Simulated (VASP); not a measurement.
# S (Fd-3m) in VASP: notebook, part 2 of 2

VASP 6.6.1. Earlier steps stand in the parts before.

## 3. Single point, r2SCAN

This run uses another cell than the first one, of 23.81 Å³/atom.

File POSCAR:

```
S
1.0
    0.0000000000      2.8767959102      2.8767959102
    2.8767959102      0.0000000000      2.8767959102
    2.8767959102      2.8767959102      0.0000000000
S
2
Direct
    0.0000000000      0.0000000000      0.0000000000
    0.2500000000      0.2500000000      0.2500000000
```

File INCAR.step1:

```
PREC = Accurate
ENCUT = 520
ISMEAR = -1
SIGMA = 0.1
LREAL = False
LASPH = True
NELM = 100
NBANDS = 13
GGA = PE
ALGO = Normal
EDIFF = 1E-4
LWAVE = True
LCHARG = False
```

File INCAR.step2:

```
PREC = Accurate
ENCUT = 520
EDIFF = 1E-7
ISMEAR = -1
SIGMA = 0.1
LREAL = False
LASPH = True
NELM = 100
ALGO = Normal
ISIF = 2
LWAVE = False
LCHARG = True
METAGGA = R2SCAN
LMIXTAU = True
LELF = True
LVHAR = True
NBANDS = 13
ISTART = 1
```

File KPOINTS:

```
regular mesh
0
Gamma
  10 10 10
```

Potentials or basis: VASP PAW PBE potentials, release 64 (S).

Run with:

```sh
$ cat potpaw_PBE.64/S/POTCAR > POTCAR
$ cp INCAR.step1 INCAR
$ mpirun -np 1 vasp_std > vasp.out
$ cp INCAR.step2 INCAR
$ mpirun -np 1 vasp_std > vasp.out
```

It took 2.2 min on 1 thread of Intel Xeon 6975P-C (Granite Rapids), shared host; peak memory 0.17 GiB.

Results (log left out):

```
Free energy            : -13.7569 eV
Pressure               : 0.0 GPa
Band gap on the k mesh : zero (bands 6 and 7 overlap by 1.27 eV)
```

Levels at points of the mesh, in eV from the Fermi level:
```tsv
k point	band 4	band 5	band 6	band 7	band 8	band 9
(0.00, 0.00, 0.00)	-4.15	-4.15	-1.01	-1.01	-1.01	5.93
(0.50, 0.00, 0.00)	-4.96	-4.47	0.24	0.24	2.19	7.85
(0.50, 0.50, 0.00)	-5.87	-2.07	-2.07	2.49	2.49	7.16
```

Caveat: the PAW data sets were made with another functional, which shifts forces and pressure a little.

## 4. Single point, r2SCAN

This run uses another cell than the first one, of 23.81 Å³/atom.

POSCAR is that of step 3.

File INCAR.step1:

```
SYSTEM = S
ALGO = Normal ; EDIFF = 1E-4
ENCUT = 520 ; GGA = PE
ISMEAR = -1 ; LASPH = .True.
LCHARG = .False. ; LREAL = .False.
LWAVE = .True. ; NBANDS = 13
NELM = 100 ; PREC = Accurate
SIGMA = 0.1
```

File INCAR.step2:

```
SYSTEM = S
ALGO = Normal ; EDIFF = 1E-6
ENCUT = 520 ; ISIF = 2
ISMEAR = -1 ; ISTART = 1
LASPH = .True. ; LCHARG = .False.
LMIXTAU = .True. ; LREAL = .False.
LWAVE = .False. ; METAGGA = R2SCAN
NBANDS = 13 ; NELM = 100
PREC = Accurate ; SIGMA = 0.1
```

File KPOINTS:

```
k-points
0
Gamma
  10 10 10
  0 0 0
```

Potentials or basis: VASP PAW PBE potentials, release 64 (S).

Run with:

```sh
$ cat potpaw_PBE.64/S/POTCAR > POTCAR
$ cp INCAR.step1 INCAR
$ mpirun -np 1 vasp_std > vasp.out
$ cp INCAR.step2 INCAR
$ mpirun -np 1 vasp_std > vasp.out
```

OUTCAR:

```text
SYSTEM = S
   EDIFF = 1E-6
   ENCUT = 520
   ISIF = 2
   ISMEAR = -1
   ISTART = 1
   LASPH = .True.
   LREAL = .False.
   METAGGA = R2SCAN
   NELM = 100
   PREC = Accurate

 ion  position               nearest neighbor table
   1  0.000  0.000  0.000-   2 2.49   2 2.49   2 2.49   2 2.49
   2  0.250  0.250  0.250-   1 2.49   1 2.49   1 2.49   1 2.49

  LATTYP: Found a face centered cubic cell.
 ALAT       =     5.7535918204

  Lattice vectors:

 A1 = (   0.0000000000,   2.8767959102,   2.8767959102)
 A2 = (   2.8767959102,   0.0000000000,   2.8767959102)
 A3 = (   2.8767959102,   2.8767959102,   0.0000000000)
[... 562 lines left out ...]
     10      11.7921      0.00000
     11      13.7765      0.00000
     12      14.8415      0.00000
     13      15.5322      0.00000

 [... further k-points ...]
[... 5 lines left out ...]
  --------------------------------------------------------------------------------------
  -------------------------------------------------------------------------------------
  Total       -0.0023517     -0.0023517     -0.0023517      0.0000000      0.0000000      0.0000000
  in kB       -0.0791304     -0.0791304     -0.0791304      0.0000000      0.0000000      0.0000000
  external PRESSURE =      -0.0791304 kB  Pullay stress =       0.0000000 kB

 VOLUME and BASIS-vectors are now :
 -----------------------------------------------------------------------------
  energy-cutoff  :      520.00
  volume of cell :       47.62
      direct lattice vectors                 reciprocal lattice vectors
     0.000000000  2.876795910  2.876795910    -0.173804474  0.173804474  0.173804474
     2.876795910  0.000000000  2.876795910     0.173804474 -0.173804474  0.173804474
     2.876795910  2.876795910  0.000000000     0.173804474  0.173804474 -0.173804474

 POSITION                                       TOTAL-FORCE (eV/Angst)
 -----------------------------------------------------------------------------------
      0.00000      0.00000      0.00000        -0.000000     -0.000000     -0.000000
      1.43840      1.43840      1.43840         0.000000      0.000000      0.000000
 -----------------------------------------------------------------------------------
    total drift:                                0.000000     -0.000000     -0.000000

  FREE ENERGIE OF THE ION-ELECTRON SYSTEM (eV)
  ---------------------------------------------------
  free  energy   TOTEN  =       -13.7568970128 eV

  energy  without entropy=      -13.6994720912  energy(sigma->0) =      -13.72818455
```

OUTCAR.step1:

```text
SYSTEM = S
   EDIFF = 1E-4
   ENCUT = 520
   GGA = PE
   ISMEAR = -1
[... 607 lines left out ...]
      0.00000      0.00000      0.00000        -0.000000     -0.000000     -0.000000
      1.43840      1.43840      1.43840         0.000000      0.000000      0.000000
 -----------------------------------------------------------------------------------
    total drift:                                0.000000     -0.000000      0.000000

  FREE ENERGIE OF THE ION-ELECTRON SYSTEM (eV)
  ---------------------------------------------------
  free  energy   TOTEN  =        -6.2758382677 eV

  energy  without entropy=       -6.2162913010  energy(sigma->0) =       -6.24606478
```

OSZICAR.step1:

```text
N       E                     dE             d eps       ncg     rms          rms(c)
DAV:   1     0.411698728997E+02    0.41170E+02   -0.50462E+03  1222   0.761E+02
DAV:   2    -0.391963819759E+01   -0.45090E+02   -0.43198E+02  1754   0.135E+02
DAV:   3    -0.625569032541E+01   -0.23361E+01   -0.23136E+01  1557   0.299E+01
DAV:   4    -0.628004621170E+01   -0.24356E-01   -0.24348E-01  1530   0.378E+00
DAV:   5    -0.628051146639E+01   -0.46525E-03   -0.46523E-03  1620   0.507E-01    0.147E+01
DAV:   6    -0.627737476864E+01    0.31367E-02   -0.13702E-03  1572   0.291E-01    0.881E+00
DAV:   7    -0.627576207653E+01    0.16127E-02   -0.32036E-03  1502   0.423E-01    0.662E-02
DAV:   8    -0.627583826770E+01   -0.76191E-04   -0.18451E-04  1419   0.914E-02
   1 F= -.62758383E+01 E0= -.62460648E+01  d E =-.595470E-01
```

Wall time 75 s (1 thread of Intel Xeon 6975P-C (Granite Rapids), shared host); peak memory 0.16 GiB.

What came out:

* Free energy: -13.7569 eV
* Pressure: 0.0 GPa
* Band gap on the k mesh: zero (bands 6 and 7 overlap by 1.27 eV)

Caveat: the PAW data sets were made with another functional, which shifts forces and pressure a little.
